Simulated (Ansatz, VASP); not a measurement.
# Ta: VASP beside Ansatz

INCAR

```
SYSTEM = Ta
PREC     = Accurate       ! precision mode
ENCUT    = 520            ! plane-wave cutoff, eV
EDIFF    = 1E-6           ! SCF threshold, eV
ISMEAR   = -1             ! smearing method
SIGMA    = 0.08           ! smearing width, eV
LREAL    = .FALSE.        ! projectors in reciprocal space
LASPH    = .TRUE.         ! aspherical terms in the spheres
NELM     = 60             ! most SCF steps
ALGO     = Normal         ! electronic algorithm
ISIF     = 2              ! what is computed and relaxed
LWAVE    = .FALSE.        ! write WAVECAR
LCHARG   = .FALSE.        ! write CHGCAR
GGA      = PE             ! functional
NBANDS   = 12             ! bands
```

KPOINTS

```
Automatic mesh
0
G
  17 17 17
  0 0 0
```

File POSCAR:

```
Ta
1.0
   -1.6567660204      1.6567660204      1.6567660204
    1.6567660204     -1.6567660204      1.6567660204
    1.6567660204      1.6567660204     -1.6567660204
Ta
1
Direct
    0.0000000000      0.0000000000      0.0000000000
```

Input for Ansatz:

```yaml
crystal:
  lattice:
    - [-1.6567660204, 1.6567660204, 1.6567660204]
    - [1.6567660204, -1.6567660204, 1.6567660204]
    - [1.6567660204, 1.6567660204, -1.6567660204]
  atoms:
    - { symbol: Ta, position: [0.0, 0.0, 0.0] }
kpoints:
  mp_grid: { grid: [17, 17, 17] }
  band_path:
    path:
      - [0.0, 0.0, 0.0]
      - [0.5, -0.5, 0.5]
      - [0.0, 0.0, 0.5]
      - [0.0, 0.0, 0.0]
      - [0.25, 0.25, 0.25]
      - [0.5, -0.5, 0.5]
      - [0.25, 0.25, 0.25]
      - [0.0, 0.0, 0.5]
    npoints: 5
scf:
  occupations: { method: fermi_dirac, width: 0.08 }
hamiltonian:
  xc: pbe
  pseudopotentials: { kind: all_electron, lapw: { basis_error: 0.0005 } }
output:
  forces: true
  stress: true
  eigenvalues: true
```

Change from the starting cell: volume scaled by 1.01.

Alike in both runs: task single point; functional PBE; k mesh 17 × 17 × 17; occupations fermi-dirac, width 0.08 eV; no spin polarisation.

```csv
,VASP,Ansatz
version,VASP 6.6.1,Ansatz 0.2.0
potentials or method,"VASP PAW PBE potentials, release 64 (Ta_pv), cutoff 520 eV","all-electron LAPW, scalar-relativistic"
```

|  | VASP | Ansatz | Ansatz less VASP |
| --- | --- | --- | --- |
| pressure (GPa) | 1.2 | 1.1 | -0.15 |

Ansatz ran all-electron here, and VASP with PAW potentials.

Neither program's run includes spin-orbit coupling.
